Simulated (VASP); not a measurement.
# GaN: single point with r2SCAN

Crystal: GaN.

```xyz
4
Lattice="3.4256 0.0000 0.0000 -1.7128 2.9666 0.0000 0.0000 0.0000 4.4519" Properties=species:S:1:pos:R:3 pbc="T T T"
Ga    0.0000    1.9777    0.0000
Ga    1.7128    0.9889    2.2260
N     0.0000    1.9777    1.6695
N     1.7128    0.9889    3.8954
```

This cell differs from its parent crystal: ratio of the length along z to the lengths across it x 0.8, volume and fractional coordinates fixed.

```json
{
 "Program": "VASP 6.6.1",
 "Task": "single point",
 "Functional": "r2SCAN",
 "Potentials or basis": "VASP PAW PBE potentials, release 64 (Ga_d, N)",
 "Cutoff": "520 eV",
 "k mesh": "12 × 12 × 6",
 "Occupations": "gaussian, width 0.05 eV",
 "Spin": "no spin polarisation"
}
```

The pressure is 19.7 GPa and the largest force is 6.175 eV/Å. The band gap on the k mesh is 2.28 eV.

Forces on the atoms (eV/Å):
```
Ga   0.000  0.000 -6.175
Ga   0.000  0.000 -6.175
N    0.000  0.000  6.175
N    0.000  0.000  6.175
```

Stress tensor (GPa, compression positive):
```
-18.17   0.00   0.00
  0.00 -18.17   0.00
  0.00   0.00  95.41
```

Levels at points of the mesh, in eV from the valence-band top:
| k point | band 16 | band 17 | band 18 | band 19 | band 20 | band 21 |
| --- | --- | --- | --- | --- | --- | --- |
| (0.00, 0.00, 0.00) | -0.07 | -0.07 | 0.00 | 2.28 | 2.93 | 8.97 |
| (0.50, 0.00, 0.00) | -3.74 | -2.41 | -0.45 | 4.14 | 6.17 | 7.99 |
| (0.00, 0.00, 0.50) | -1.11 | -1.11 | -1.11 | 4.32 | 4.32 | 9.39 |
| (0.50, 0.00, 0.50) | -2.27 | -1.03 | -1.03 | 5.06 | 5.06 | 9.09 |

It took 2.6 min on 1 thread of Intel(R) Xeon(R) 6975P-C (Granite Rapids), on a shared host, peak memory 0.22 GiB.

Caveat: the stress differs along the axes, from -18 to 95 GPa; the PAW data sets were made with another functional, which shifts forces and pressure a little.
